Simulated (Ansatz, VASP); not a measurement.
**Two plane-wave programs on Ag**

```
Ag
1.0
    -1.63427    1.63427    1.63427
     1.63427   -1.63427    1.63427
     1.63427    1.63427   -1.63427
Ag
1
Direct
  0.00000 0.00000 0.00000
```

Alike in both runs: task single point; functional r2SCAN; k mesh 28 × 28 × 28; occupations gaussian, width 0.15 eV; no spin polarisation.

|  | VASP | Ansatz |
| --- | --- | --- |
| version | VASP 6.6.1 | Ansatz 0.2.0 |
| potentials or method | VASP PAW PBE potentials, release 64 (Ag), cutoff 520 eV | scalar-relativistic, plane waves, PAW |
| valence electrons in the cell | 11 | 19 |

```csv
,VASP,Ansatz,Ansatz less VASP
gap on the k mesh at the Fermi level (eV),none,none,-
pressure (GPa),0.0,-0.2,-0.13
```

VASP's potentials were made for PBE, not for r2SCAN. A gap of «none» marks a metal or a gap that the smearing closes. With one functional, cell and mesh, what is left measures potentials, basis and numerics. VASP's potentials hold 11 valence electrons a cell and Ansatz's 19, so a difference there can come from the potentials and not from the codes.
